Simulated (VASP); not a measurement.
Here is a VASP 6.6.1 calculation.

INCAR

```
PREC = Accurate
ENCUT = 520
EDIFF = 1E-6
ISMEAR = -1
SIGMA = 0.01
LREAL = F
LASPH = T
NELM = 80
ALGO = Normal
ISIF = 2
LWAVE = F
LCHARG = F
GGA = PE
NBANDS = 17
```

The input KPOINTS:

```
regular mesh
0
Gamma
  8 8 8
```

File POSCAR:

```
PbS
1.0
    0.0000000000      2.9650000000      2.9650000000
    2.9650000000      0.0000000000      2.9650000000
    2.9650000000      2.9650000000      0.0000000000
Pb S
1 1
Direct
    0.0000000000      0.0000000000      0.0000000000
    0.5000000000      0.5000000000      0.5000000000
```

Potentials or basis: VASP PAW PBE potentials, release 64 (Pb_d, S).

Launch:

```bash
$ cat potpaw_PBE.64/Pb_d/POTCAR potpaw_PBE.64/S/POTCAR > POTCAR
$ mpirun -np 1 vasp_std > vasp.out
```

Task: Predict the pressure.

Result: 2.2 GPa.

Task: Predict the band gap on the k mesh.

Result: 0.36 eV, direct.

Caveat: spin-orbit coupling is left out, which moves the levels of the heavy elements. A k mesh can miss the band edges.
